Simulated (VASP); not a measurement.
Tl4Br, 5 atoms in the cell. Symmetry: Im-3m, No. 229, cubic system. The conventional cell has a = 6.093 Å, b = 6.093 Å, c = 6.093 Å, α = 90.00°, β = 90.00°, γ = 90.00°. Tl (site symmetry -3m) has 2 Br at 2.64 Å and 6 Tl at 3.05 Å within 3.5 Å. Br (site symmetry m-3m) has 8 Tl at 2.64 Å within 3.5 Å. The cell was generated, and may not be a known phase.

| Property | Result |
| --- | --- |
| Program | VASP 6.6.1 |
| Task | relaxation of cell and atoms |
| Functional | PBE |
| Potentials or basis | VASP PAW PBE potentials, release 64 (Tl_d, Br) |
| Cutoff | 600 eV |
| k mesh | 4 × 4 × 4 |
| Occupations | gaussian, width 0.1 eV |
| Spin | no spin polarisation |
| Dipole correction | no |
| Further INCAR settings | ALGO = Normal; EDIFF = 1e-06; IBRION = 2; EDIFFG = -0.04; NSW = 90; ISIF = 3 |

Potentials or basis: VASP PAW PBE potentials, release 64 (Tl_d, Br).

Launch:

```bash
$ cat potpaw_PBE.64/Tl_d/POTCAR potpaw_PBE.64/Br/POTCAR > POTCAR
$ mpirun -np 1 vasp_std > vasp.out
```

Hardware: 1 thread of Intel(R) Xeon(R) 6975P-C (Granite Rapids), with other jobs on the host.

Question: How long does it take, and how much memory?

Answer: Run time: 78 s on 1 thread of Intel(R) Xeon(R) 6975P-C (Granite Rapids), with other jobs on the host, peak memory 0.27 GiB. Counts: scf iterations 55, k points 8, ion steps 5.
